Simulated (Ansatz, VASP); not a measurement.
# GdO4: VASP beside Ansatz

```
CELL_PARAMETERS angstrom
4.56361 0.00000 0.00000
-2.28180 3.95220 0.00000
0.00000 0.00000 4.53017
ATOMIC_POSITIONS crystal
Gd 0.00000 0.00000 0.50000
O 0.50000 0.00000 0.50000
O 0.00000 0.50000 0.50000
O 0.50000 0.50000 0.50000
O 0.00000 0.00000 0.00000
```

Alike in both runs: functional PBE; k mesh 6 × 6 × 4; occupations gaussian, width 0.1 eV; collinear spin.

Ansatz relaxed the structure, and its values are those at the end. VASP's run is a single point on that final structure, the one shown.

|  | VASP | Ansatz |
| --- | --- | --- |
| version | VASP 6.6.1 | Ansatz 0.2.0 |
| potentials or method | VASP PAW PBE potentials, release 64 (Gd, O), cutoff 520 eV | scalar-relativistic, plane waves, PAW |
| valence electrons in the cell | 42 | 42 |

|  | VASP | Ansatz | Ansatz less VASP |
| --- | --- | --- | --- |
| gap on the k mesh at the Fermi level (eV) | none | none | - |
| pressure (GPa) | 0.4 | 0.1 | -0.32 |
| net moment per atom (μB) | 0.94 | 0.94 | 0.000 |
| size of the moment on the site where the two differ most (μB) | 0.88 | 1.00 | +0.117 |

Site moments also hang on the region over which each program counts them. A gap of «none» marks a metal or a gap that the smearing closes.

Spin-orbit coupling is off throughout.
